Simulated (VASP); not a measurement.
# Ho3N (P4/mmm) in VASP: relaxation of cell and atoms with PBE

Aim: the relaxation of cell and atoms of Ho3N with PBE.

All numbers are computed with VASP 6.6.1; they aren't measurements. Logs are shortened: lines on timing, memory, paths and dates and some standing lists are left out, and cuts for length are marked.

### 1 The cell of the first run

Symmetry: P4/mmm, No. 123, tetragonal system. Conventional cell: a = 5.250 Å, b = 5.250 Å, c = 3.054 Å, α = 90.00°, β = 90.00°, γ = 90.00°. Ho (site symmetry mmm) has 4 Ho at 2.63 to 3.05 Å and 4 N at 3.04 Å within 3.5 Å. Within 3.5 Å of Ho (site symmetry 4/mmm) lie 6 Ho at 2.63 to 3.05 Å. Within 4.1 Å of N (site symmetry 4/mmm) lie 16 Ho at 3.04 to 4.01 Å and 2 N at 3.05 Å.

The cell was generated, and may not be a known phase.

### 2 Relaxation of cell and atoms, PBE

File INCAR:

```
SYSTEM = Ho3N
PREC = Accurate
ENCUT = 600
EDIFF = 1E-7
ISMEAR = 0
SIGMA = 0.2
LREAL = .FALSE.
LASPH = .TRUE.
NELM = 200
ALGO = Normal
ISIF = 3
LWAVE = .FALSE.
LCHARG = .FALSE.
GGA = PE
IBRION = 2
NSW = 36
EDIFFG = -0.08
GGA_COMPAT = .FALSE.
NELMIN = 4
LMAXMIX = 6
```

File KPOINTS:

```
regular mesh
0
G
  4 4 6
  0 0 0
```

File POSCAR:

```
Ho3N
1.0
    5.2501367000      0.0000000000      0.0000000000
    0.0000000000      5.2501367000      0.0000000000
    0.0000000000      0.0000000000      3.0543290700
Ho N
3 1
Direct
    0.0000000000      0.5000000000      0.5000000000
    0.5000000000      0.0000000000      0.5000000000
    0.0000000000      0.0000000000      0.5000000000
    0.5000000000      0.5000000000      0.0000000000
```

Potentials or basis: VASP PAW PBE potentials, release 64 (Ho_3, N), 4f in core.

The run is started by

```
$ cat potpaw_PBE.64/Ho_3/POTCAR potpaw_PBE.64/N/POTCAR > POTCAR
$ mpirun -np 1 vasp_std > vasp.out
```

OUTCAR:

```text
SYSTEM = Ho3N
   PREC = Accurate
   ENCUT = 600
   EDIFF = 1E-7
   ISMEAR = 0
   LREAL = .FALSE.
   LASPH = .TRUE.
   NELM = 200
   ISIF = 3
   GGA = PE
   IBRION = 2
   NSW = 36
   EDIFFG = -0.08
   NELMIN = 4

 ion  position               nearest neighbor table
   1  0.000  0.500  0.500-   3 2.63   3 2.63   2 3.71   2 3.71   2 3.71   2 3.71
   2  0.500  0.000  0.500-   3 2.63   3 2.63   1 3.71   1 3.71   1 3.71   1 3.71
   3  0.000  0.000  0.500-   1 2.63   2 2.63   1 2.63   2 2.63
   4  0.500  0.500  0.000-

  LATTYP: Found a simple tetragonal cell.
 ALAT       =     5.2501367000
 C/A-ratio  =     0.5817618177

  Lattice vectors:

 A1 = (   5.2501367000,   0.0000000000,   0.0000000000)
 A2 = (   0.0000000000,   5.2501367000,   0.0000000000)
 A3 = (   0.0000000000,   0.0000000000,   3.0543290700)

Analysis of symmetry for initial positions (statically):
=====================================================================
 Subroutine PRICEL returns:
 Original cell was already a primitive cell.

 Routine SETGRP: Setting up the symmetry group for a
 simple tetragonal supercell.

 Subroutine GETGRP returns: Found 16 space group operations
 (whereof 16 operations were pure point group operations)
 out of a pool of 16 trial point group operations.

The static configuration has the point symmetry D_4h.

Analysis of symmetry for dynamics (positions and initial velocities):
=====================================================================
 Subroutine PRICEL returns:
 Original cell was already a primitive cell.

 Routine SETGRP: Setting up the symmetry group for a
 simple tetragonal supercell.

 Subroutine GETGRP returns: Found 16 space group operations
 (whereof 16 operations were pure point group operations)
 out of a pool of 16 trial point group operations.

The dynamic configuration has the point symmetry D_4h.

 Subroutine INISYM returns: Found 16 space group operations
 (whereof 16 operations are pure point group operations),
 and found     1 'primitive' translations

----------------------------------------------------------------------------------------

                                     Primitive cell

  volume of cell :      84.1893

  direct lattice vectors                    reciprocal lattice vectors
     5.250136700  0.000000000  0.000000000     0.190471231  0.000000000  0.000000000
     0.000000000  5.250136700  0.000000000     0.000000000  0.190471231  0.000000000
     0.000000000  0.000000000  3.054329070     0.000000000  0.000000000  0.327404146

  length of vectors
     5.250136700  5.250136700  3.054329070     0.190471231  0.190471231  0.327404146

  position of ions in fractional coordinates (direct lattice)
     0.000000000  0.500000000  0.500000000
     0.500000000  0.000000000  0.500000000
     0.000000000  0.000000000  0.500000000
     0.500000000  0.500000000  0.000000000

  ion indices of the primitive-cell ions
   primitive index   ion index
                 1           1
                 2           2
                 3           3
                 4           4

----------------------------------------------------------------------------------------

 KPOINTS: regular mesh

Automatic generation of k-mesh.
 Grid dimensions read from file:
 generate k-points for:    4    4    6

 Generating k-lattice:

  Cartesian coordinates                     Fractional coordinates (reciprocal lattice)
     0.047617808  0.000000000  0.000000000     0.250000000  0.000000000  0.000000000
     0.000000000  0.047617808  0.000000000     0.000000000  0.250000000  0.000000000
     0.000000000  0.000000000  0.054567358     0.000000000  0.000000000  0.166666667

  Length of vectors
     0.047617808  0.047617808  0.054567358

  Shift w.r.t. Gamma in fractional coordinates (k-lattice)
     0.000000000  0.000000000  0.000000000

 Subroutine IBZKPT returns following result:
 ===========================================

 Found     24 irreducible k-points:

 Following reciprocal coordinates:
            Coordinates               Weight
  0.000000  0.000000  0.000000      1.000000
  0.250000  0.000000  0.000000      4.000000
  0.500000  0.000000  0.000000      2.000000
  0.250000  0.250000  0.000000      4.000000
  0.500000  0.250000  0.000000      4.000000
  0.500000  0.500000  0.000000      1.000000
[... 16 lines left out ...]
  0.500000  0.250000  0.500000      4.000000
  0.500000  0.500000  0.500000      1.000000
   k-points           NKPTS =     24   k-points in BZ     NKDIM =     24   number of bands    NBANDS=     20
   number of dos      NEDOS =    301   number of ions     NIONS =      4
   total plane-waves  NPLWV =  42336
   dimension x,y,z NGX =    42 NGY =   42 NGZ =   24
   dimension x,y,z NGXF=    84 NGYF=   84 NGZF=   48
   ions per type =               3   1
   NGX,Y,Z   is equivalent  to a cutoff of  13.30, 13.30, 13.06 a.u.
   NGXF,Y,Z  is equivalent  to a cutoff of  26.60, 26.60, 26.13 a.u.
 SYSTEM =  Ho3N
   PREC   = accura    normal or accurate (medium, high low for compatibility)
   ISTART =      0    job   : 0-new  1-cont  2-samecut
   ICHARG =      2    charge: 1-file 2-atom 10-const
   ISPIN  =      1    spin polarized calculation?
   LNONCOLLINEAR =      F non collinear calculations
   LSORBIT =      F    spin-orbit coupling
   LASPH  =      T    aspherical Exc in radial PAW
   ENCUT  =  600.0 eV  44.10 Ry    6.64 a.u.  10.49 10.49  6.10*2*pi/ulx,y,z
   NELM   =    200;   NELMIN=  4; NELMDL= -5     # of ELM steps
   EDIFF  = 0.1E-06   stopping-criterion for ELM
   LREAL  =      F    real-space projection
   EDIFFG = -.8E-01   stopping-criterion for IOM
   NSW    =     36    number of steps for IOM
   IBRION =      2    ionic relax: 0-MD 1-quasi-New 2-CG
   NFREE  =      1    steps in history (QN), initial steepest desc. (CG)
   ISIF   =      3    stress and relaxation
   ISYM   =      2    0-nonsym 1-usesym 2-fastsym
   POTIM  = 0.5000    time-step for ionic-motion
   TEBEG  =    0.0;   TEEND  =   0.0 temperature during run
   PSTRESS=    0.0 pullay stress
   NELECT =      32.0000    total number of electrons
   NUPDOWN=      -1.0000    fix difference up-down
   EMIN   =  10.00;   EMAX   =-10.00  energy-range for DOS
   EFERMI =   0.00;   METHOD = LEGACY
   ISMEAR =     0;   SIGMA  =   0.20  broadening in eV -4-tet -1-fermi 0-gaus
   EFERMI_NEDOS =   21; number of points for ismear=-14 and -15
   IALGO  =     38    algorithm
   IMIX   =      4    mixing-type and parameters
     AMIX     =   0.40;   BMIX     =  1.00
     AMIX_MAG =   1.60;   BMIX_MAG =  1.00
  volume/ion in A,a.u.               =      21.05       142.03
  Fermi-wavevector in a.u.,A,eV,Ry     =   1.185876  2.240980 19.133887  1.406301
  Thomas-Fermi vector in A             =   2.322060
   LORBIT       =      0    0 simple, 1 ext, 2 COOP (PROOUT), +10 PAW based schemes
   GGA     = PE    functional components
   LHFCALC =     F    Hartree Fock is set to
   AEXX    =    0.0000 exact exchange contribution
   IVDW    =     0    specifies the selected vdW correction
   LEPSILON=     F    determine dielectric tensor
   LRPA    =     F    only Hartree local field effects (RPA)
 conjugate gradient relaxation of ions
 non-spin polarized calculation
 Gauss-broadening in eV      SIGMA  =   0.20
  energy-cutoff  :      600.00
  volume of cell :       84.19
 maximum number of plane-waves:      2860
 NGX is ok and might be reduce to    42
   NGX = 21   NGY = 21   NGZ = 13

--------------------------------------- Ionic step        1  -------------------------------------------

 number of electron      32.0000003 magnetization

 Free energy of the ion-electron system (eV)
  ---------------------------------------------------
  ext. energy  EPLUGINS =         0.00000000
  ---------------------------------------------------
  free energy    TOTEN  =       -16.04055088 eV

  energy without entropy =      -15.95628743  energy(sigma->0) =      -15.99841916

------------------------ aborting loop because EDIFF is reached ----------------------------------------

  FORCE on cell =-STRESS in cart. coord.  units (eV):
  Direction    XX          YY          ZZ          XY          YZ          ZX
  --------------------------------------------------------------------------------------
  -------------------------------------------------------------------------------------
  Total        4.3352323      4.3352323      1.6562936      0.0000000      0.0000000      0.0000000
  in kB       82.5022722     82.5022722     31.5203372      0.0000000      0.0000000      0.0000000
  external PRESSURE =      65.5082939 kB  Pullay stress =       0.0000000 kB

 VOLUME and BASIS-vectors are now :
 -----------------------------------------------------------------------------
  energy-cutoff  :      600.00
  volume of cell :       84.19
      direct lattice vectors                 reciprocal lattice vectors
     5.250136700  0.000000000  0.000000000     0.190471231  0.000000000  0.000000000
     0.000000000  5.250136700  0.000000000     0.000000000  0.190471231  0.000000000
     0.000000000  0.000000000  3.054329070     0.000000000  0.000000000  0.327404146
[... 39 lines left out ...]
 POSITION                                       TOTAL-FORCE (eV/Angst)
 -----------------------------------------------------------------------------------
      0.00000      2.76232      1.55767        -0.000000     -0.000000      0.000000
      2.76232      0.00000      1.55767        -0.000000     -0.000000      0.000000
      0.00000      0.00000      1.55767        -0.000000     -0.000000      0.000000
      2.76232      2.76232      0.00000         0.000000      0.000000      0.000000
 -----------------------------------------------------------------------------------
    total drift:                                0.000000      0.000000      0.000000

  FREE ENERGIE OF THE ION-ELECTRON SYSTEM (eV)
  ---------------------------------------------------
  free  energy   TOTEN  =       -16.3021767549 eV

  energy  without entropy=      -16.1861260250  energy(sigma->0) =      -16.24415139

--------------------------------------- Ionic step        3  -------------------------------------------

 number of electron      31.9999997 magnetization

 E-fermi :   2.6864     XC(G=0): -10.0354

 val. band max:        2.6666394050   @ k =   0.2500   0.0000   0.3333
 cond. band min:       2.6884097731   @ k =   0.2500   0.0000   0.0000
 fundamental gap:      0.0217703681
 Fermi energy:         2.6864217658

 k-point     1 :       0.0000    0.0000    0.0000
  band No.  band energies     occupation
      1     -22.4679      2.00000
      2     -22.4679      2.00000
      3     -21.3294      2.00000
      4     -21.3294      2.00000
      5     -21.0258      2.00000
      6     -20.9721      2.00000
[... 12 lines left out ...]
     19       3.4232      0.00000
     20       4.7899      0.00000
[... 587 lines left out ...]
 POSITION                                       TOTAL-FORCE (eV/Angst)
 -----------------------------------------------------------------------------------
      0.00000      2.79341      1.56458        -0.000000     -0.000000      0.000000
      2.79341      0.00000      1.56458        -0.000000     -0.000000      0.000000
      0.00000      0.00000      1.56458        -0.000000     -0.000000      0.000000
      2.79341      2.79341      0.00000         0.000000      0.000000      0.000000
 -----------------------------------------------------------------------------------
    total drift:                                0.000000      0.000000      0.000000

  FREE ENERGIE OF THE ION-ELECTRON SYSTEM (eV)
  ---------------------------------------------------
  free  energy   TOTEN  =       -16.3102934639 eV

  energy  without entropy=      -16.1918504035  energy(sigma->0) =      -16.25107193

--------------------------------------- Ionic step        5  -------------------------------------------

 number of electron      31.9999997 magnetization

 Free energy of the ion-electron system (eV)
  ---------------------------------------------------
  ext. energy  EPLUGINS =         0.00000000
  ---------------------------------------------------
  free energy    TOTEN  =       -16.31173484 eV

  energy without entropy =      -16.19416194  energy(sigma->0) =      -16.25294839

 E-fermi :   2.7441     XC(G=0): -10.0835

 val. band max:        2.7390720733   @ k =   0.5000   0.2500   0.0000
 cond. band min:       2.7489640896   @ k =   0.5000   0.0000   0.1667
 fundamental gap:      0.0098920163
 Fermi energy:         2.7441338108

 k-point     1 :       0.0000    0.0000    0.0000
  band No.  band energies     occupation
      1     -22.4193      2.00000
      2     -22.4193      2.00000
      3     -21.2504      2.00000
      4     -21.2504      2.00000
      5     -20.9246      2.00000
      6     -20.8691      2.00000
[... 12 lines left out ...]
     19       3.5080      0.00000
     20       4.8729      0.00000
[... 549 lines left out ...]
 POSITION                                       TOTAL-FORCE (eV/Angst)
 -----------------------------------------------------------------------------------
      5.59404      2.79702      1.55632         0.000000      0.000000      0.000000
      2.79702      5.59404      1.55632        -0.000000     -0.000000      0.000000
      5.59404      5.59404      1.55632        -0.000000     -0.000000      0.000000
      2.79702      2.79702      0.00000         0.000000      0.000000      0.000000
 -----------------------------------------------------------------------------------
    total drift:                                0.000000     -0.000000     -0.000000

  FREE ENERGIE OF THE ION-ELECTRON SYSTEM (eV)
  ---------------------------------------------------
  free  energy   TOTEN  =       -16.3117348434 eV

  energy  without entropy=      -16.1941619401  energy(sigma->0) =      -16.25294839

 reached required accuracy - stopping structural energy minimisation
```

Wall time 2.3 min (1 thread of AMD EPYC 9R45 (Zen 5), shared host); peak memory 0.2 GiB.

What came out:

```yaml
Free_energy: -16.3117 eV
Relaxed_volume: 24.35 Å³/atom
Relaxed_cell: a = 5.594 Å, b = 5.594 Å, c = 3.113 Å, α = 90.00°, β = 90.00°, γ = 90.00°
Space_group_after_relaxing_to_0.1_Å: P4/mmm (No. 123)
Energy_gained_by_relaxing: 67.8 meV/atom
Ionic_steps: 5
Pressure_after_relaxing: 0.0 GPa
Band_gap_on_the_k_mesh: zero (bands 16 and 17 overlap by 1.30 eV)
```

The path:
```tsv
step	energy change (eV)	largest force (eV/Å)	pressure (GPa)	volume (Å³)
1	0.0000	0.0000	6.55	84.19
2	-0.2616	0.0000	0.79	95.09
3	-0.2690	0.0000	-0.43	98.48
4	-0.2697	0.0000	-0.15	97.67
5	-0.2712	0.0000	-0.02	97.40
```

Final structure:
```yaml
crystal:
  lattice:
    - [5.59404, 0.00000, 0.00000]
    - [0.00000, 5.59404, 0.00000]
    - [0.00000, 0.00000, 3.11264]
  atoms:
    - { symbol: Ho, position: [0.00000, 0.50000, 0.50000] }
    - { symbol: Ho, position: [0.50000, 0.00000, 0.50000] }
    - { symbol: Ho, position: [0.00000, 0.00000, 0.50000] }
    - { symbol: N, position: [0.50000, 0.50000, 0.00000] }
```

Caveat: the volume moved by over 15 % at a fixed basis, so the end points are rough; spin-orbit coupling is left out, which moves the levels of the heavy elements; the 4f electrons are frozen in the core, so they carry no moment and show no levels; the run has no spin polarisation, though such a crystal can be magnetic.
